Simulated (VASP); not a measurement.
# C10N in VASP: notebook

Runs on C10N. Level: PBE+D3(BJ). Tasks: single point.

Program: VASP 6.6.1. These are calculated values, not measurements. Logs are shortened: lines on timing, memory, paths and dates and some standing lists are left out, and cuts for length are marked.

## (1) The cell of the first run

The cell holds a slab with vacuum, 11 atoms: a = 2.465 Å, b = 2.465 Å, c = 32.481 Å, α = 90.00°, β = 90.00°, γ = 120.00°.

## (2) Single point, PBE+D3(BJ)

File INCAR:

```
PREC = Accurate ; ENCUT = 520
EDIFF = 1E-7 ; ISMEAR = 0
SIGMA = 0.1 ; LREAL = False
LASPH = True ; NELM = 100
ALGO = Normal ; ISIF = 2
LWAVE = False ; LCHARG = False
LDIPOL = True ; IDIPOL = 3
DIPOL = 0.5 0.5 0.492 ; GGA = PE
IVDW = 12 ; NBANDS = 34
```

File KPOINTS:

```
Automatic mesh
0
Gamma
  12 12 1
```

File POSCAR:

```
C10N
1.0
    2.4649634496      0.0000000000      0.0000000000
   -1.2324817248      2.1347209667      0.0000000000
    0.0000000000      0.0000000000     32.4810787455
C N
10 1
Direct
    0.0000000000      0.0000000000      0.2616908208
    0.6666666667      0.3333333333      0.2616908159
    0.0000000000      0.0000000000      0.3654518342
    0.3333333333      0.6666666667      0.3654518293
    0.0000000000      0.0000000000      0.4695254962
    0.6666666667      0.3333333333      0.4695264872
    0.0000000000      0.0000000000      0.5726485591
    0.3333333333      0.6666666667      0.5727019648
    0.0000000000      0.0000000000      0.6795235600
    0.6666666667      0.3333333333      0.6696135132
    0.0000000000      0.0000000000      0.7242846026
```

Potentials or basis: VASP PAW PBE potentials, release 64 (C, N).

Command:

```console
$ cat potpaw_PBE.64/C/POTCAR potpaw_PBE.64/N/POTCAR > POTCAR
$ mpirun -np 1 vasp_std > vasp.out
```

OUTCAR:

```text
PREC = Accurate
   ENCUT = 520
   EDIFF = 1E-7
   ISMEAR = 0
   LREAL = False
   LASPH = True
   NELM = 100
   ISIF = 2
   GGA = PE
   IVDW = 12
 IVDW          = 12

 ion  position               nearest neighbor table
   1  0.000  0.000  0.262-   2 1.42   2 1.42   2 1.42
   2  0.667  0.333  0.262-   1 1.42   1 1.42   1 1.42
   3  0.000  0.000  0.365-   4 1.42   4 1.42   4 1.42
   4  0.333  0.667  0.365-   3 1.42   3 1.42   3 1.42
   5  0.000  0.000  0.470-   6 1.42   6 1.42   6 1.42
   6  0.667  0.333  0.470-   5 1.42   5 1.42   5 1.42
   7  0.000  0.000  0.573-   8 1.42   8 1.42   8 1.42
   8  0.333  0.667  0.573-   7 1.42   7 1.42   7 1.42
   9  0.000  0.000  0.680-  11 1.45  10 1.46  10 1.46  10 1.46
  10  0.667  0.333  0.670-   9 1.46   9 1.46   9 1.46
  11  0.000  0.000  0.724-   9 1.45

  LATTYP: Found a hexagonal cell.
 ALAT       =     2.4649634496
 C/A-ratio  =    13.1771036000

  Lattice vectors:

 A1 = (   2.4649634496,   0.0000000000,   0.0000000000)
 A2 = (  -1.2324817248,   2.1347209667,   0.0000000000)
 A3 = (   0.0000000000,   0.0000000000,  32.4810787455)

Analysis of symmetry for initial positions (statically):
=====================================================================
 Subroutine PRICEL returns:
 Original cell was already a primitive cell.

 Routine SETGRP: Setting up the symmetry group for a
 hexagonal supercell.

 Subroutine GETGRP returns: Found  6 space group operations
 (whereof  6 operations were pure point group operations)
 out of a pool of 24 trial point group operations.

The static configuration has the point symmetry C_3v.

Analysis of symmetry for dynamics (positions and initial velocities):
=====================================================================
 Subroutine PRICEL returns:
 Original cell was already a primitive cell.

 Routine SETGRP: Setting up the symmetry group for a
 hexagonal supercell.

 Subroutine GETGRP returns: Found  6 space group operations
 (whereof  6 operations were pure point group operations)
 out of a pool of 24 trial point group operations.

The dynamic configuration has the point symmetry C_3v.

 Subroutine INISYM returns: Found  6 space group operations
 (whereof  6 operations are pure point group operations),
 and found     1 'primitive' translations

----------------------------------------------------------------------------------------

                                     Primitive cell

  volume of cell :     170.9157

  direct lattice vectors                    reciprocal lattice vectors
     2.464963450  0.000000000  0.000000000     0.405685529  0.234222649  0.000000000
    -1.232481725  2.134720967  0.000000000     0.000000000  0.468445298  0.000000000
     0.000000000  0.000000000 32.481078745     0.000000000  0.000000000  0.030787155

  length of vectors
     2.464963450  2.464963450 32.481078745     0.468445298  0.468445298  0.030787155

  position of ions in fractional coordinates (direct lattice)
     0.000000000  0.000000000  0.261690821
     0.666666667  0.333333333  0.261690816
     0.000000000  0.000000000  0.365451834
     0.333333333  0.666666667  0.365451829
     0.000000000  0.000000000  0.469525496
     0.666666667  0.333333333  0.469526487
     0.000000000  0.000000000  0.572648559
     0.333333333  0.666666667  0.572701965
     0.000000000  0.000000000  0.679523560
     0.666666667  0.333333333  0.669613513
     0.000000000  0.000000000  0.724284603

  ion indices of the primitive-cell ions
   primitive index   ion index
                 1           1
                 2           2
                 3           3
                 4           4
                 5           5
                 6           6
                 7           7
                 8           8
                 9           9
                10          10
                11          11

----------------------------------------------------------------------------------------

 KPOINTS: Automatic mesh

Automatic generation of k-mesh.
 Grid dimensions read from file:
 generate k-points for:   12   12    1

 Generating k-lattice:

  Cartesian coordinates                     Fractional coordinates (reciprocal lattice)
     0.033807127  0.019518554  0.000000000     0.083333333 -0.000000000  0.000000000
     0.000000000  0.039037108  0.000000000     0.000000000  0.083333333  0.000000000
     0.000000000  0.000000000  0.030787155     0.000000000  0.000000000  1.000000000

  Length of vectors
     0.039037108  0.039037108  0.030787155

  Shift w.r.t. Gamma in fractional coordinates (k-lattice)
     0.000000000  0.000000000  0.000000000

 Subroutine IBZKPT returns following result:
 ===========================================

 Found     19 irreducible k-points:

 Following reciprocal coordinates:
            Coordinates               Weight
  0.000000  0.000000  0.000000      1.000000
  0.083333 -0.000000  0.000000      6.000000
  0.166667 -0.000000  0.000000      6.000000
  0.250000 -0.000000  0.000000      6.000000
  0.333333 -0.000000  0.000000      6.000000
  0.416667 -0.000000  0.000000      6.000000
[... 11 lines left out ...]
  0.333333  0.250000  0.000000     12.000000
  0.333333  0.333333  0.000000      2.000000
   k-points           NKPTS =     19   k-points in BZ     NKDIM =     19   number of bands    NBANDS=     34
   number of dos      NEDOS =    301   number of ions     NIONS =     11
   total plane-waves  NPLWV =  81000
   dimension x,y,z NGX =    18 NGY =   18 NGZ =  250
   dimension x,y,z NGXF=    36 NGYF=   36 NGZF=  500
   ions per type =              10   1
   NGX,Y,Z   is equivalent  to a cutoff of  12.14, 12.14, 12.80 a.u.
   NGXF,Y,Z  is equivalent  to a cutoff of  24.28, 24.28, 25.59 a.u.
 SYSTEM =  unknown system
   PREC   = accura    normal or accurate (medium, high low for compatibility)
   ISTART =      0    job   : 0-new  1-cont  2-samecut
   ICHARG =      2    charge: 1-file 2-atom 10-const
   ISPIN  =      1    spin polarized calculation?
   LNONCOLLINEAR =      F non collinear calculations
   LSORBIT =      F    spin-orbit coupling
   LASPH  =      T    aspherical Exc in radial PAW
   ENCUT  =  520.0 eV  38.22 Ry    6.18 a.u.   4.58  4.58 60.39*2*pi/ulx,y,z
   NELM   =    100;   NELMIN=  2; NELMDL= -5     # of ELM steps
   EDIFF  = 0.1E-06   stopping-criterion for ELM
   LREAL  =      F    real-space projection
   EDIFFG = 0.1E-05   stopping-criterion for IOM
   NSW    =      0    number of steps for IOM
   IBRION =     -1    ionic relax: 0-MD 1-quasi-New 2-CG
   NFREE  =      0    steps in history (QN), initial steepest desc. (CG)
   ISIF   =      2    stress and relaxation
   ISYM   =      2    0-nonsym 1-usesym 2-fastsym
   POTIM  = 0.5000    time-step for ionic-motion
   TEBEG  =    0.0;   TEEND  =   0.0 temperature during run
   PSTRESS=    0.0 pullay stress
   NELECT =      45.0000    total number of electrons
   NUPDOWN=      -1.0000    fix difference up-down
   EMIN   =  10.00;   EMAX   =-10.00  energy-range for DOS
   EFERMI =   0.00;   METHOD = LEGACY
   ISMEAR =     0;   SIGMA  =   0.10  broadening in eV -4-tet -1-fermi 0-gaus
   EFERMI_NEDOS =   21; number of points for ismear=-14 and -15
   IALGO  =     38    algorithm
   IMIX   =      4    mixing-type and parameters
     AMIX     =   0.40;   BMIX     =  1.00
     AMIX_MAG =   1.60;   BMIX_MAG =  1.00
  volume/ion in A,a.u.               =      15.54       104.85
  Fermi-wavevector in a.u.,A,eV,Ry     =   1.049265  1.982822 14.979416  1.100956
  Thomas-Fermi vector in A             =   2.184220
   LORBIT       =      0    0 simple, 1 ext, 2 COOP (PROOUT), +10 PAW based schemes
   GGA     = PE    functional components
   LHFCALC =     F    Hartree Fock is set to
   AEXX    =    0.0000 exact exchange contribution
   IVDW    =    12    specifies the selected vdW correction
   LEPSILON=     F    determine dielectric tensor
   LRPA    =     F    only Hartree local field effects (RPA)
 non-spin polarized calculation
 Gauss-broadening in eV      SIGMA  =   0.10
  energy-cutoff  :      520.00
  volume of cell :      170.92
 maximum number of plane-waves:      4670
   NGX =  9   NGY =  9   NGZ =121

 dipolmoment           0.000000      0.000000     -0.023697 electrons x Angstroem

 number of electron      44.9999988 magnetization

 dipolmoment           0.000000      0.000000      0.074721 electrons x Angstroem

 Free energy of the ion-electron system (eV)
  ---------------------------------------------------
  ext. energy  EPLUGINS =         0.00000000
  ---------------------------------------------------
  free energy    TOTEN  =       -95.53785875 eV

  energy without entropy =      -95.52884639  energy(sigma->0) =      -95.53335257

 E-fermi :   0.1955     XC(G=0):  -6.1305

 val. band max:        0.1932529191   @ k =   0.3333   0.3333   0.0000
 cond. band min:       0.2001948800   @ k =   0.3333   0.3333   0.0000
 fundamental gap:      0.0069419609
 Fermi energy:         0.1955278731

 k-point     1 :       0.0000    0.0000    0.0000
  band No.  band energies     occupation
      1     -21.8446      2.00000
      2     -19.4364      2.00000
      3     -19.3758      2.00000
      4     -19.2813      2.00000
      5     -19.1985      2.00000
      6     -15.4940      2.00000
[... 26 lines left out ...]
     33       8.0161      0.00000
     34       8.5218      0.00000

 k-point     2 :       0.0833   -0.0000    0.0000
  band No.  band energies     occupation
      1     -21.6809      2.00000
      2     -19.2709      2.00000
      3     -19.2111      2.00000
      4     -19.1175      2.00000
      5     -19.0354      2.00000
      6     -15.3606      2.00000
[... 621 lines left out ...]
 k-point    19 :       0.3333    0.3333    0.0000
  band No.  band energies     occupation
      1     -16.6229      2.00000
      2     -13.4932      2.00000
      3     -12.4653      2.00000
      4     -12.4281      2.00000
      5     -12.4118      2.00000
      6     -12.3908      2.00000
[... 26 lines left out ...]
     33      11.0809      0.00000
     34      11.0974      0.00000

------------------------ aborting loop because EDIFF is reached ----------------------------------------

 vacuum level on the upper side and lower side of the slab       (xc-potential included)         1.060        -1.466

 Edisp (eV)   -1.55958

 E8    (eV) :    -0.4483

  FORCE on cell =-STRESS in cart. coord.  units (eV):
  Direction    XX          YY          ZZ          XY          YZ          ZX
  --------------------------------------------------------------------------------------
  -------------------------------------------------------------------------------------
  Total       2.85117     2.85117     0.07071     0.00000     0.00000     0.00000
  in kB      26.72707    26.72707     0.66288     0.00000     0.00000     0.00000
  external pressure =       18.04 kB  Pullay stress =        0.00 kB

 VOLUME and BASIS-vectors are now :
 -----------------------------------------------------------------------------
  energy-cutoff  :      520.00
  volume of cell :      170.92
      direct lattice vectors                 reciprocal lattice vectors
     2.464963450  0.000000000  0.000000000     0.405685529  0.234222649  0.000000000
    -1.232481725  2.134720967  0.000000000     0.000000000  0.468445298  0.000000000
     0.000000000  0.000000000 32.481078745     0.000000000  0.000000000  0.030787155

 POSITION                                       TOTAL-FORCE (eV/Angst)
 -----------------------------------------------------------------------------------
      0.00000      0.00000      8.50000         0.000000     -0.000000      0.011585
      1.23248      0.71157      8.50000         0.000000     -0.000000     -0.011853
      0.00000      0.00000     11.87027         0.000000     -0.000000     -0.003904
     -0.00000      1.42315     11.87027        -0.000000      0.000000      0.005865
      0.00000      0.00000     15.25069         0.000000      0.000000      0.004571
      1.23248      0.71157     15.25073        -0.000000     -0.000000     -0.007172
      0.00000      0.00000     18.60024        -0.000000     -0.000000      0.006824
     -0.00000      1.42315     18.60198         0.000000      0.000000     -0.002522
      0.00000      0.00000     22.07166        -0.000000      0.000000     -0.082920
      1.23248      0.71157     21.74977        -0.000000      0.000000     -0.022748
      0.00000      0.00000     23.52555        -0.000000      0.000000      0.102273
 -----------------------------------------------------------------------------------
    total drift:                                0.000000      0.000000     -0.000320

  FREE ENERGIE OF THE ION-ELECTRON SYSTEM (eV)
  ---------------------------------------------------
  free  energy   TOTEN  =       -97.0974410253 eV

  energy  without entropy=      -97.0884286637  energy(sigma->0) =      -97.09293484

 vacuum level on the upper side and lower side of the slab         6.840         4.276
```

Run time: 10 min. Hardware: 1 thread of Intel Xeon 8259CL, shared host; peak memory 0.31 GiB.

Results:

| Quantity | Value |
| --- | --- |
| Free energy | -97.0974 eV |
| Largest force | 0.102 eV/Å |
| Band gap on the k mesh | zero (an odd number of electrons rules out a gap without spin polarisation) |
| Dispersion energy per atom | -0.142 eV |

Forces on the atoms (eV/Å):
```
C    0.000  0.000  0.012
C    0.000  0.000 -0.012
C    0.000  0.000 -0.004
C    0.000  0.000  0.006
C    0.000  0.000  0.005
C    0.000  0.000 -0.007
C    0.000  0.000  0.007
C    0.000  0.000 -0.003
C    0.000  0.000 -0.083
C    0.000  0.000 -0.023
N    0.000  0.000  0.102
```

## (3) Single point, PBE+D3(BJ)

File INCAR:

```
PREC = Accurate
ENCUT = 520
EDIFF = 1E-6
ISMEAR = 0
SIGMA = 0.1
LREAL = False
LASPH = True
NELM = 80
ALGO = Normal
ISIF = 2
LWAVE = False
LCHARG = False
LDIPOL = True
IDIPOL = 3
DIPOL = 0.5 0.5 0.497
GGA = PE
IVDW = 12
NBANDS = 34
```

KPOINTS is that of step 2.

File POSCAR:

```
C10N
1.0
    2.4649634496      0.0000000000      0.0000000000
   -1.2324817248      2.1347209667      0.0000000000
    0.0000000000      0.0000000000     32.4810787455
C N
10 1
Direct
    0.0000000000      0.0000000000      0.2616908208
    0.6666666667      0.3333333333      0.2616908159
    0.0000000000      0.0000000000      0.3654518342
    0.3333333333      0.6666666667      0.3654518293
    0.0000000000      0.0000000000      0.4694446524
    0.6666666667      0.3333333333      0.4694322896
    0.0000000000      0.0000000000      0.5727709866
    0.3333333333      0.6666666667      0.5727676777
    0.0000000000      0.0000000000      0.6772573536
    0.6666666667      0.3333333333      0.6772631583
    0.3333333333      0.6666666667      0.7784387156
```

Potentials or basis: VASP PAW PBE potentials, release 64 (C, N).

Command:

```console
$ cat potpaw_PBE.64/C/POTCAR potpaw_PBE.64/N/POTCAR > POTCAR
$ mpirun -np 1 vasp_std > vasp.out
```

It took 7.5 min on 1 thread of Intel Xeon 8259CL, shared host; peak memory 0.31 GiB.

It converged, with:

- Free energy: -96.6364 eV
- Largest force: 0.012 eV/Å
- Band gap on the k mesh: zero (an odd number of electrons rules out a gap without spin polarisation)
- Dispersion energy per atom: -0.139 eV

Forces on the atoms (eV/Å):
```
C    0.000  0.000  0.011
C    0.000  0.000 -0.012
C    0.000  0.000 -0.004
C    0.000  0.000  0.005
C    0.000  0.000 -0.002
C    0.000  0.000  0.000
C    0.000  0.000 -0.001
C    0.000  0.000  0.003
C    0.000  0.000  0.002
C    0.000  0.000 -0.003
N    0.000  0.000  0.000
```

Levels at points of the mesh, in eV from the Fermi level:
| k point | band 19 | band 20 | band 21 | band 22 | band 23 | band 24 | band 25 | band 26 |
| --- | --- | --- | --- | --- | --- | --- | --- | --- |
| (0.00, 0.00, 0.00) | -2.91 | -2.23 | -2.23 | -1.93 | 2.70 | 2.70 | 3.58 | 4.72 |
| (0.50, 0.00, 0.00) | -2.44 | -2.22 | -2.10 | -1.49 | 0.17 | 1.47 | 1.53 | 1.63 |
